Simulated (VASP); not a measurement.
A run of VASP 6.6.1 is set up as follows.

INCAR

```
  PREC = Accurate
  ENCUT = 520
  EDIFF = 1E-7
  ISMEAR = 1
  SIGMA = 0.15
  LREAL = F
  LASPH = T
  NELM = 100
  ALGO = Normal
  ISIF = 2
  LWAVE = F
  LCHARG = F
  GGA = PS
  NBANDS = 16
```

The input KPOINTS:

```
regular mesh
0
Gamma
  8 8 8
```

File POSCAR:

```
AgO
1.0
    0.0000000000      2.3877637491      2.3877637491
    2.3877637491      0.0000000000      2.3877637491
    2.3877637491      2.3877637491      0.0000000000
Ag O
1 1
Direct
    0.0000000000      0.0000000000      0.0000000000
    0.2500000000      0.2500000000      0.2500000000
```

Potentials or basis: VASP PAW PBE potentials, release 64 (Ag, O).

Command:

```bash
$ cat potpaw_PBE.64/Ag/POTCAR potpaw_PBE.64/O/POTCAR > POTCAR
$ mpirun -np 1 vasp_std > vasp.out
```

(1) Estimate the pressure.

## Answers

(1) 15.0 GPa.

Caveat: the PAW data sets were made with another functional, which shifts forces and pressure a little; an odd number of electrons without spin polarisation forces a metal; a magnetic or distorted state may lie lower.
